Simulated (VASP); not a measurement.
**Ba2BiSb2: single point with PBEsol**

The system is Ba2BiSb2.

```
Ba Sb Bi
1.0
    -2.38922    3.73422    4.97335
     2.38922   -3.73422    4.97335
     2.38922    3.73422   -4.97335
Ba Sb Bi
2 2 1
Cartesian
  0.0000 3.7342 2.1687
  2.3892 0.0000 2.8046
  0.0000 1.5263 4.9733
  2.3892 2.2079 0.0000
  0.0000 0.0000 0.0000
```

```
Program             : VASP 6.6.1
Task                : single point
Functional          : PBEsol
Potentials or basis : VASP PAW PBE potentials, release 64 (Ba_sv, Sb, Bi_d)
Cutoff              : 520 eV
k mesh              : 6 × 6 × 6
Occupations         : fermi-dirac, width 0.1 eV
Spin                : no spin polarisation
```

```yaml
Pressure: 0.3 GPa
Largest_force: 0.012 eV/Å
Band_gap_on_the_k_mesh: zero (an odd number of electrons rules out a gap without spin polarisation)
```

Forces in eV/Å, atoms in the order of the input:
```
Ba   0.000  0.000  0.011
Ba   0.000  0.000 -0.011
Sb   0.000  0.012  0.000
Sb   0.000 -0.012  0.000
Bi   0.000  0.000  0.000
```

Stress tensor (GPa, compression positive):
```
0.34 0.00 0.00
0.00 0.24 0.00
0.00 0.00 0.38
```

Levels at points of the mesh, in eV from the Fermi level:
```
           k point  band 18  band 19  band 20  band 21  band 22  band 23  band 24  band 25  band 26  band 27
(0.00, 0.00, 0.00)    -2.15    -1.93    -1.74    -0.90    -0.79    -0.62     0.14     1.19     2.35     2.56
(0.50, 0.00, 0.00)    -2.43    -2.43    -2.27    -1.54    -0.20     0.17     0.84     1.63     1.65     1.74
(0.00, 0.50, 0.00)    -3.41    -2.30    -1.69    -1.49    -1.38     1.25     1.94     2.00     2.58     3.07
(0.50, 0.50, 0.00)    -2.33    -2.23    -1.84    -1.64    -1.47    -0.74     0.86     2.17     2.34     3.10
(0.50, 0.50, 0.50)    -2.51    -2.39    -1.35    -0.37    -0.22    -0.04     0.28     0.93     1.13     1.83
```

Wall time 2.8 min on 1 thread of AMD EPYC 9R45 96-Core Processor (Zen 5) (shared host), peak memory 0.46 GiB.

Caveat: the PAW data sets were made with another functional, which shifts forces and pressure a little; spin-orbit coupling is left out, which moves the levels of the heavy elements.
